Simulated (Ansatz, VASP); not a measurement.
## Two plane-wave programs on Si3Mo

```
CELL_PARAMETERS angstrom
3.81751 0.00000 0.00000
0.00000 3.81751 0.00000
0.00000 0.00000 3.81751
ATOMIC_POSITIONS crystal
Si 0.00000 0.50000 0.50000
Si 0.50000 0.00000 0.50000
Si 0.50000 0.50000 0.00000
Mo 0.00000 0.00000 0.00000
```

Alike in both runs: functional PBE; k mesh 12 × 12 × 12; occupations gaussian, width 0.1 eV; no spin polarisation.

Ansatz relaxed the structure, and its values are those at the end. VASP's run is a single point on that final structure, the one shown.

```csv
,VASP,Ansatz
version,VASP 6.6.1,Ansatz 0.2.0
potentials or method,"VASP PAW PBE potentials, release 64 (Si, Mo_sv), cutoff 520 eV","scalar-relativistic, plane waves, PAW"
valence electrons in the cell,26,26
```

|  | VASP | Ansatz | Ansatz less VASP |
| --- | --- | --- | --- |
| gap on the k mesh at the Fermi level (eV) | none | none | - |
| pressure (GPa) | 0.1 | 0.0 | -0.06 |

A gap of «none» marks a metal or a gap that the smearing closes.
